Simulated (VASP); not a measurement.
A run of VASP 6.6.1 is set up as follows.

INCAR

```
ALGO     = Normal         # electronic algorithm
EDIFF    = 1E-7           # SCF threshold, eV
EDIFFG   = -0.01          # ionic threshold
ENCUT    = 500            # plane-wave cutoff, eV
GGA      = PE             # functional
GGA_COMPAT= False        
IBRION   = 2              # ionic algorithm
ISIF     = 3              # what is computed and relaxed
ISMEAR   = 0              # smearing method
LASPH    = True           # aspherical terms in the spheres
LCHARG   = False          # write CHGCAR
LREAL    = False          # projectors in reciprocal space
LWAVE    = False          # write WAVECAR
NELM     = 120            # most SCF steps
NELMIN   = 4            
NSW      = 60             # ionic steps
PREC     = Accurate       # precision mode
PSTRESS  = 300.0        
SIGMA    = 0.01           # smearing width, eV
```

The input KPOINTS:

```
k-points
0
Gamma
  6 6 6
```

Contents of POSCAR:

```
SrCl2
1.0
    0.0000000000      3.4900000000      3.4900000000
    3.4900000000      0.0000000000      3.4900000000
    3.4900000000      3.4900000000      0.0000000000
Sr Cl
1 2
Direct
    0.0000000000      0.0000000000      0.0000000000
    0.2500000000      0.2500000000      0.2500000000
    0.7500000000      0.7500000000      0.7500000000
```

Potentials or basis: VASP PAW PBE potentials, release 64 (Sr_sv, Cl).

Launch:

```console
$ cat potpaw_PBE.64/Sr_sv/POTCAR potpaw_PBE.64/Cl/POTCAR > POTCAR
$ mpirun -np 1 vasp_std > vasp.out
```

(1) What does it give for the space group after relaxing (to 0.1 Å)?

(2) Estimate the band gap on the k mesh.

## Answers

(1) Fm-3m (No. 225).

(2) 5.05 eV.

Caveat: the cell is relaxed towards a set pressure, so the run minimises the enthalpy, not the energy.
